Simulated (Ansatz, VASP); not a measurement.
## InP in VASP and in Ansatz

```
CELL_PARAMETERS angstrom
0.00000 2.93050 2.93050
2.93050 0.00000 2.93050
2.93050 2.93050 0.00000
ATOMIC_POSITIONS crystal
In 0.00000 0.00000 0.00000
P 0.75000 0.75000 0.75000
```

Alike in both runs: task single point; functional r2SCAN; k mesh 6 × 6 × 6; occupations gaussian, width 0.1 eV; no spin polarisation.

```csv
,VASP,Ansatz
version,VASP 6.6.1,Ansatz 0.2.0
potentials or method,"VASP PAW PBE potentials, release 64 (In_d, P), cutoff 520 eV","scalar-relativistic, plane waves, PAW"
valence electrons in the cell,18,18
```

```tsv
	VASP	Ansatz	Ansatz less VASP
gap on the k mesh at the Fermi level (eV)	1.17	1.16	-0.005
least direct gap on the mesh (eV)	1.17	1.16	-0.005
pressure (GPa)	1.6	1.7	+0.12
```

VASP's potentials were made for PBE, not for r2SCAN. The functional is the same, so the differences come from potentials, cutoffs and numerics.
